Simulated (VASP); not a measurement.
Write the native input for VASP 6.6.1 that does the following.

```yaml
Task: single point
Functional: LDA
Potentials_or_basis: VASP PAW LDA potentials, release 64 (In_d, P)
Cutoff: 520 eV
k_mesh: 10 × 10 × 10
Occupations: gaussian, width 0.02 eV
Spin: no spin polarisation
Dipole_correction: no
Further_INCAR_settings: ALGO = Normal; EDIFF = 1e-06; NBANDS = 16
```

The structure of InP lies in POSCAR:

```
InP
1.0
    0.0000000000      2.9140195494      2.9140195494
    2.9140195494      0.0000000000      2.9140195494
    2.9140195494      2.9140195494      0.0000000000
In P
1 1
Direct
    0.0000000000      0.0000000000      0.0000000000
    0.7500000000      0.7500000000      0.7500000000
```

The input as run:

INCAR

```
SYSTEM = InP
  PREC = Accurate
  ENCUT = 520
  EDIFF = 1E-6
  ISMEAR = 0
  SIGMA = 0.02
  LREAL = .False.
  LASPH = .True.
  NELM = 100
  ALGO = Normal
  ISIF = 2
  LWAVE = .False.
  LCHARG = .False.
  NBANDS = 16
```

KPOINTS

```
regular mesh
0
Gamma
  10 10 10
  0 0 0
```

Potentials or basis: VASP PAW LDA potentials, release 64 (In_d, P).

The run is started by

```console
$ cat potpaw_LDA.64/In_d/POTCAR potpaw_LDA.64/P/POTCAR > POTCAR
$ mpirun -np 1 vasp_std > vasp.out
```

Results of the run:

The pressure is 0.0 GPa and the band gap on the k mesh is 0.60 eV, direct.

Caveat: spin-orbit coupling is left out, which moves the levels of the heavy elements.

It took 14 s on 1 thread of AMD EPYC 9R45 96-Core Processor (Zen 5) (shared host), peak memory 0.14 GiB.
